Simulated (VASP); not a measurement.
# CoO in VASP: further runs

Runs on CoO. Level: r2SCAN. Tasks: single point, relaxation of cell and atoms.

Program: VASP 6.6.1. These are calculated values, not measurements. Logs are shortened: lines on timing, memory, paths and dates and some standing lists are left out, and cuts for length are marked.

## (1) The cell of the first run

It takes space group Fm-3m (No. 225, cubic). The conventional cell has a = 4.060 Å, b = 4.060 Å, c = 4.060 Å, α = 90.00°, β = 90.00°, γ = 90.00°. Within 2.7 Å of Co (site symmetry m-3m) lie 6 O at 2.03 Å. O (site symmetry m-3m) has 6 Co at 2.03 Å within 2.7 Å.

## (2) Single point, r2SCAN

The input, POSCAR:

```
CoO
1.0
    1.4354055585      0.8287317856      2.3440498282
   -1.4354055585      0.8287317856      2.3440498282
    0.0000000000     -1.6574635712      2.3440498282
Co O
1 1
Direct
    0.0000000000      0.0000000000      0.0000000000
    0.5000000000      0.5000000000      0.5000000000
```

The input, INCAR.step1:

```
PREC = Accurate
ENCUT = 520
ISMEAR = 0
SIGMA = 0.02
LREAL = F
LASPH = T
NELM = 60
NBANDS = 14
GGA = PE
ALGO = Normal
EDIFF = 1E-4
LWAVE = T
LCHARG = F
```

The input, INCAR.step2:

```
PREC = Accurate
ENCUT = 520
EDIFF = 1E-6
ISMEAR = 0
SIGMA = 0.02
LREAL = F
LASPH = T
NELM = 60
ALGO = Normal
ISIF = 2
LWAVE = F
LCHARG = F
METAGGA = R2SCAN
LMIXTAU = T
NBANDS = 14
ISTART = 1
```

The input, KPOINTS:

```
regular mesh
0
Gamma
  12 12 12
```

Potentials or basis: VASP PAW PBE potentials, release 64 (Co, O).

Run with:

```console
$ cat potpaw_PBE.64/Co/POTCAR potpaw_PBE.64/O/POTCAR > POTCAR
$ cp INCAR.step1 INCAR
$ mpirun -np 1 vasp_std > vasp.out
$ cp INCAR.step2 INCAR
$ mpirun -np 1 vasp_std > vasp.out
```

OUTCAR:

```text
PREC = Accurate
   ENCUT = 520
   EDIFF = 1E-6
   ISMEAR = 0
   LREAL = F
   LASPH = T
   NELM = 60
   ISIF = 2
   METAGGA = R2SCAN
   ISTART = 1

 ion  position               nearest neighbor table
   1  0.000  0.000  0.000-   2 2.03   2 2.03   2 2.03   2 2.03   2 2.03   2 2.03
   2  0.500  0.500  0.500-   1 2.03   1 2.03   1 2.03   1 2.03   1 2.03   1 2.03

  LATTYP: Found a trigonal (rhomboedric) cell.
 ALAT       =     2.8708457094
 COS(alpha) =     0.5000120495

  Lattice vectors:

 A1 = (   1.4354055585,   0.8287317856,   2.3440498282)
 A2 = (  -1.4354055585,   0.8287317856,   2.3440498282)
 A3 = (   0.0000000000,  -1.6574635712,   2.3440498282)

Analysis of symmetry for initial positions (statically):
=====================================================================
 Subroutine PRICEL returns:
 Original cell was already a primitive cell.

 Routine SETGRP: Setting up the symmetry group for a
 trigonal (rhombohedral) supercell.

 Subroutine GETGRP returns: Found 12 space group operations
 (whereof 12 operations were pure point group operations)
 out of a pool of 12 trial point group operations.

The static configuration has the point symmetry D_3d.

Analysis of symmetry for dynamics (positions and initial velocities):
=====================================================================
 Subroutine PRICEL returns:
 Original cell was already a primitive cell.

 Routine SETGRP: Setting up the symmetry group for a
 trigonal (rhombohedral) supercell.

 Subroutine GETGRP returns: Found 12 space group operations
 (whereof 12 operations were pure point group operations)
 out of a pool of 12 trial point group operations.

The dynamic configuration has the point symmetry D_3d.

 Subroutine INISYM returns: Found 12 space group operations
 (whereof 12 operations are pure point group operations),
 and found     1 'primitive' translations

----------------------------------------------------------------------------------------

                                     Primitive cell

  volume of cell :      16.7304

  direct lattice vectors                    reciprocal lattice vectors
     1.435405559  0.828731786  2.344049828     0.348333610  0.201110503  0.142204031
    -1.435405559  0.828731786  2.344049828    -0.348333610  0.201110503  0.142204031
     0.000000000 -1.657463571  2.344049828     0.000000000 -0.402221007  0.142204031

  length of vectors
     2.870845709  2.870845709  2.870845709     0.426618946  0.426618946  0.426618946

  position of ions in fractional coordinates (direct lattice)
     0.000000000  0.000000000  0.000000000
     0.500000000  0.500000000  0.500000000

  ion indices of the primitive-cell ions
   primitive index   ion index
                 1           1
                 2           2

----------------------------------------------------------------------------------------

 KPOINTS: regular mesh

Automatic generation of k-mesh.
 Grid dimensions read from file:
 generate k-points for:   12   12   12

 Generating k-lattice:

  Cartesian coordinates                     Fractional coordinates (reciprocal lattice)
     0.029027801  0.016759209  0.011850336     0.083333333 -0.000000000 -0.000000000
    -0.029027801  0.016759209  0.011850336    -0.000000000  0.083333333 -0.000000000
     0.000000000 -0.033518417  0.011850336    -0.000000000 -0.000000000  0.083333333

  Length of vectors
     0.035551579  0.035551579  0.035551579

  Shift w.r.t. Gamma in fractional coordinates (k-lattice)
     0.000000000  0.000000000  0.000000000

 Subroutine IBZKPT returns following result:
 ===========================================

 Found    189 irreducible k-points:

 Following reciprocal coordinates:
            Coordinates               Weight
  0.000000  0.000000  0.000000      1.000000
  0.083333 -0.000000  0.000000      6.000000
  0.083333  0.083333  0.083333      2.000000
  0.166667  0.000000  0.000000      6.000000
  0.166667  0.166667  0.166667      2.000000
  0.250000  0.000000  0.000000      6.000000
[... 16 lines left out ...]
  0.333333  0.250000  0.333333      6.000000
  0.416667  0.083333 -0.000000     12.000000
 [... further k-points ...]
   k-points           NKPTS =    189   k-points in BZ     NKDIM =    189   number of bands    NBANDS=     14
   number of dos      NEDOS =    301   number of ions     NIONS =      2
   total plane-waves  NPLWV =  13824
   dimension x,y,z NGX =    24 NGY =   24 NGZ =   24
   dimension x,y,z NGXF=    48 NGYF=   48 NGZF=   48
   ions per type =               1   1
   NGX,Y,Z   is equivalent  to a cutoff of  13.90, 13.90, 13.90 a.u.
   NGXF,Y,Z  is equivalent  to a cutoff of  27.80, 27.80, 27.80 a.u.
 SYSTEM =  unknown system
   PREC   = accura    normal or accurate (medium, high low for compatibility)
   ISTART =      1    job   : 0-new  1-cont  2-samecut
   ICHARG =      0    charge: 1-file 2-atom 10-const
   ISPIN  =      1    spin polarized calculation?
   LNONCOLLINEAR =      F non collinear calculations
   LSORBIT =      F    spin-orbit coupling
   LASPH  =      T    aspherical Exc in radial PAW
   ENCUT  =  520.0 eV  38.22 Ry    6.18 a.u.   5.34  5.34  5.34*2*pi/ulx,y,z
   NELM   =     60;   NELMIN=  2; NELMDL=  0     # of ELM steps
   EDIFF  = 0.1E-05   stopping-criterion for ELM
   LREAL  =      F    real-space projection
   EDIFFG = 0.1E-04   stopping-criterion for IOM
   NSW    =      0    number of steps for IOM
   IBRION =     -1    ionic relax: 0-MD 1-quasi-New 2-CG
   NFREE  =      0    steps in history (QN), initial steepest desc. (CG)
   ISIF   =      2    stress and relaxation
   ISYM   =      2    0-nonsym 1-usesym 2-fastsym
   POTIM  = 0.5000    time-step for ionic-motion
   TEBEG  =    0.0;   TEEND  =   0.0 temperature during run
   PSTRESS=    0.0 pullay stress
   NELECT =      15.0000    total number of electrons
   NUPDOWN=      -1.0000    fix difference up-down
   EMIN   =  10.00;   EMAX   =-10.00  energy-range for DOS
   EFERMI =   0.00;   METHOD = LEGACY
   ISMEAR =     0;   SIGMA  =   0.02  broadening in eV -4-tet -1-fermi 0-gaus
   EFERMI_NEDOS =   21; number of points for ismear=-14 and -15
   IALGO  =     38    algorithm
   IMIX   =      4    mixing-type and parameters
     AMIX     =   0.40;   BMIX     =  1.00
     AMIX_MAG =   1.60;   BMIX_MAG =  1.00
  volume/ion in A,a.u.               =       8.37        56.45
  Fermi-wavevector in a.u.,A,eV,Ry     =   1.578591  2.983105 33.905041  2.491950
  Thomas-Fermi vector in A             =   2.679099
   LORBIT       =      0    0 simple, 1 ext, 2 COOP (PROOUT), +10 PAW based schemes
   METAGGA = R2SCAN    functional components
   LHFCALC =     F    Hartree Fock is set to
   AEXX    =    0.0000 exact exchange contribution
   IVDW    =     0    specifies the selected vdW correction
   LEPSILON=     F    determine dielectric tensor
   LRPA    =     F    only Hartree local field effects (RPA)
 non-spin polarized calculation
 Gauss-broadening in eV      SIGMA  =   0.02
  energy-cutoff  :      520.00
  volume of cell :       16.73
 maximum number of plane-waves:       464
 NGX is ok and might be reduce to    24
   NGX = 11   NGY = 11   NGZ = 11

 number of electron      15.0000001 magnetization

 Free energy of the ion-electron system (eV)
  ---------------------------------------------------
  ext. energy  EPLUGINS =         0.00000000
  ---------------------------------------------------
  free energy    TOTEN  =       -20.37567763 eV

  energy without entropy =      -20.37540692  energy(sigma->0) =      -20.37554228

 E-fermi :  10.0896     XC(G=0): -14.0469

 val. band max:       10.0686851758   @ k =  -0.4167   0.4167   0.0000
 cond. band min:      10.1029855472   @ k =   0.4167   0.2500  -0.3333
 fundamental gap:      0.0343003713
 Fermi energy:        10.0895888625

 k-point     1 :       0.0000    0.0000    0.0000
  band No.  band energies     occupation
      1     -13.0165      2.00000
      2       5.6873      2.00000
      3       5.6874      2.00000
      4       5.6874      2.00000
      5       7.6289      2.00000
      6       7.6291      2.00000
      7       7.6291      2.00000
      8       8.8365      2.00000
      9       8.8365      2.00000
     10      12.4503      0.00000
     11      28.1811      0.00000
     12      30.2566      0.00000
     13      30.2570      0.00000
     14      30.2570      0.00000

 k-point     2 :       0.0833   -0.0000    0.0000
  band No.  band energies     occupation
      1     -12.9283      2.00000
      2       5.0908      2.00000
      3       5.3842      2.00000
      4       5.3843      2.00000
      5       7.7311      2.00000
      6       7.7313      2.00000
      7       7.8071      2.00000
      8       9.1514      2.00000
      9       9.1514      2.00000
     10      12.9069      0.00000
     11      26.9640      0.00000
     12      30.0992      0.00000
     13      30.0996      0.00000
     14      31.0595      0.00000

 k-point     3 :       0.0833    0.0833    0.0833
  band No.  band energies     occupation
      1     -12.9283      2.00000
      2       5.0907      2.00000
      3       5.3843      2.00000
      4       5.3843      2.00000
      5       7.7313      2.00000
      6       7.7313      2.00000
      7       7.8070      2.00000
      8       9.1514      2.00000
      9       9.1514      2.00000
     10      12.9069      0.00000
     11      26.9639      0.00000
     12      30.0996      0.00000
     13      30.0996      0.00000
     14      31.0593      0.00000
[... 324 lines left out ...]
 k-point    23 :       0.3333    0.2500    0.3333
  band No.  band energies     occupation
      1     -12.0109      2.00000
      2       1.6883      2.00000
      3       3.6597      2.00000
      4       3.9041      2.00000
      5       8.1032      2.00000
      6       8.5997      2.00000
      7       8.7645      2.00000
      8      10.7209      0.00000
      9      11.3407      0.00000
     10      16.0861      0.00000
     11      22.4631      0.00000
     12      26.3297      0.00000
     13      27.0749      0.00000
     14      32.6514      0.00000

 k-point    24 :       0.4167    0.0833   -0.0000
  band No.  band energies     occupation
      1     -11.6708      2.00000
      2       0.8356      2.00000
      3       3.2935      2.00000
      4       3.4987      2.00000
      5       8.4235      2.00000
      6       8.7597      2.00000
      7       9.0097      2.00000
      8      11.3960      0.00000
      9      11.7494      0.00000
     10      16.5268      0.00000
     11      21.7420      0.00000
     12      25.3420      0.00000
     13      26.1801      0.00000
     14      33.7517      0.00000

 [... further k-points ...]
[... 5 lines left out ...]
  --------------------------------------------------------------------------------------
  -------------------------------------------------------------------------------------
  Total        0.1055114      0.1055114      0.1055049      0.0000000      0.0000000      0.0000000
  in kB       10.1042328     10.1042328     10.1036110      0.0000000      0.0000000      0.0000000
  external PRESSURE =      10.1040256 kB  Pullay stress =       0.0000000 kB

 VOLUME and BASIS-vectors are now :
 -----------------------------------------------------------------------------
  energy-cutoff  :      520.00
  volume of cell :       16.73
      direct lattice vectors                 reciprocal lattice vectors
     1.435405559  0.828731786  2.344049828     0.348333610  0.201110503  0.142204031
    -1.435405559  0.828731786  2.344049828    -0.348333610  0.201110503  0.142204031
     0.000000000 -1.657463571  2.344049828     0.000000000 -0.402221007  0.142204031

 POSITION                                       TOTAL-FORCE (eV/Angst)
 -----------------------------------------------------------------------------------
      0.00000      0.00000      0.00000         0.000000      0.000000      0.000000
      0.00000      0.00000      3.51607         0.000000     -0.000000      0.000000
 -----------------------------------------------------------------------------------
    total drift:                               -0.000000      0.000000     -0.000000

  FREE ENERGIE OF THE ION-ELECTRON SYSTEM (eV)
  ---------------------------------------------------
  free  energy   TOTEN  =       -20.3756776291 eV

  energy  without entropy=      -20.3754069237  energy(sigma->0) =      -20.37554228
```

It took 88 s on 1 thread of Intel Xeon Platinum 8488C (Sapphire Rapids), shared host; peak memory 0.18 GiB.

What came out:

- Free energy: -20.3757 eV
- Pressure: 1.0 GPa
- Band gap on the k mesh: zero (an odd number of electrons rules out a gap without spin polarisation)

Levels at points of the mesh, in eV from the Fermi level:
```tsv
k point	band 3	band 4	band 5	band 6	band 7	band 8	band 9	band 10	band 11	band 12
(0.00, 0.00, 0.00)	-4.40	-4.40	-2.46	-2.46	-2.46	-1.25	-1.25	2.36	18.09	20.17
(0.50, 0.00, 0.00)	-6.87	-6.87	-1.31	-1.31	-0.92	1.96	1.96	5.98	11.59	15.36
(0.50, 0.50, 0.50)	-6.87	-6.87	-1.31	-1.31	-0.92	1.96	1.96	5.98	11.59	15.36
(0.50, 0.50, 0.00)	-5.77	-5.77	-3.74	-1.01	-1.01	-0.70	0.06	7.84	11.48	13.23
```

Caveat: the PAW data sets were made with another functional, which shifts forces and pressure a little; an odd number of electrons without spin polarisation forces a metal; a magnetic or distorted state may lie lower; the run has no spin polarisation, though such a crystal can be magnetic; semilocal functionals often make such compounds metallic where correlation or magnetic order opens a gap, which also shifts bond lengths.

## (3) Relaxation of cell and atoms, r2SCAN

This run uses another cell than the first one, of 9.58 Å³/atom.

The input, POSCAR:

```
CoO
1.0
    1.5054695445      0.8691832468      2.4399269062
   -1.5054695445      0.8691832468      2.4399269062
    0.0000000000     -1.7383664936      2.4399269062
Co O
1 1
Direct
    0.0000000000      0.0000000000      0.0000000000
    0.5000000000      0.5000000000      0.5000000000
```

The input, INCAR.step1:

```
SYSTEM = CoO
ALGO = Normal
EDIFF = 1E-4
ENCUT = 600
GGA = PE
ISMEAR = 0
LASPH = .TRUE.
LCHARG = .FALSE.
LREAL = .FALSE.
LWAVE = .TRUE.
NELM = 100
PREC = Accurate
SIGMA = 0.02
```

The input, INCAR.step2:

```
SYSTEM = CoO
ALGO = Normal
EDIFF = 1E-6
EDIFFG = -0.01
ENCUT = 600
IBRION = 2
ISIF = 3
ISMEAR = 0
ISTART = 1
LASPH = .TRUE.
LCHARG = .FALSE.
LMIXTAU = .TRUE.
LREAL = .FALSE.
LWAVE = .FALSE.
METAGGA = R2SCAN
NELM = 100
NSW = 80
PREC = Accurate
SIGMA = 0.02
```

The input, KPOINTS:

```
k-points
0
G
  12 12 12
  0 0 0
```

Potentials or basis: VASP PAW PBE potentials, release 64 (Co, O).

Run with:

```console
$ cat potpaw_PBE.64/Co/POTCAR potpaw_PBE.64/O/POTCAR > POTCAR
$ cp INCAR.step1 INCAR
$ mpirun -np 1 vasp_std > vasp.out
$ cp INCAR.step2 INCAR
$ mpirun -np 1 vasp_std > vasp.out
```

It took 6.4 min on 1 thread of Intel Xeon Platinum 8488C (Sapphire Rapids), shared host; peak memory 0.2 GiB.

Results (log left out):

```
Free energy                           : -20.3888 eV
Relaxed volume                        : 8.39 Å³/atom
Relaxed cell                          : a = 2.874 Å, b = 2.874 Å, c = 2.874 Å, α = 60.00°, β = 60.00°, γ = 60.00°
Space group after relaxing (to 0.1 Å) : Fm-3m (No. 225)
Energy gained by relaxing             : 105.1 meV/atom
Ionic steps                           : 7
Pressure after relaxing               : -0.2 GPa
Band gap on the k mesh                : zero (an odd number of electrons rules out a gap without spin polarisation)
```

The path:
| step | energy change (eV) | largest force (eV/Å) | pressure (GPa) | volume (Å³) |
| --- | --- | --- | --- | --- |
| 1 | 0.0000 | 0.0000 | -24.87 | 19.16 |
| 2 | -0.0901 | 0.0000 | 28.88 | 15.32 |
| 3 | -0.2100 | 0.0000 | -0.35 | 16.80 |
| 4 | -0.2100 | 0.0000 | 0.24 | 16.75 |
| 5 | -0.2101 | 0.0000 | -0.08 | 16.78 |
| 6 | -0.2101 | 0.0000 | -0.39 | 16.80 |
| 7 | -0.2102 | 0.0000 | -0.16 | 16.78 |

Final structure:
```
CELL_PARAMETERS angstrom
1.43690 0.82959 2.34652
-1.43690 0.82959 2.34652
0.00000 -1.65919 2.34652
ATOMIC_POSITIONS crystal
Co 0.00000 0.00000 0.00000
O 0.50000 0.50000 0.50000
```

Levels at points of the mesh, in eV from the Fermi level:
```csv
k point,band 5,band 6,band 7,band 8,band 9,band 10
"(0.00, 0.00, 0.00)",-2.45,-2.45,-2.45,-1.24,-1.24,2.34
"(0.50, 0.00, 0.00)",-1.31,-1.31,-0.92,1.96,1.96,5.98
"(0.50, 0.50, 0.00)",-3.72,-1.01,-1.01,-0.69,0.06,7.82
"(0.50, 0.50, 0.50)",-1.31,-1.31,-0.92,1.96,1.96,5.98
```

Caveat: the PAW data sets were made with another functional, which shifts forces and pressure a little; an odd number of electrons without spin polarisation forces a metal; a magnetic or distorted state may lie lower; the run has no spin polarisation, though such a crystal can be magnetic; semilocal functionals often make such compounds metallic where correlation or magnetic order opens a gap, which also shifts bond lengths. With open d or f shells a metallic result of r2SCAN can be an artefact of self-interaction; +U or a hybrid may open a gap.
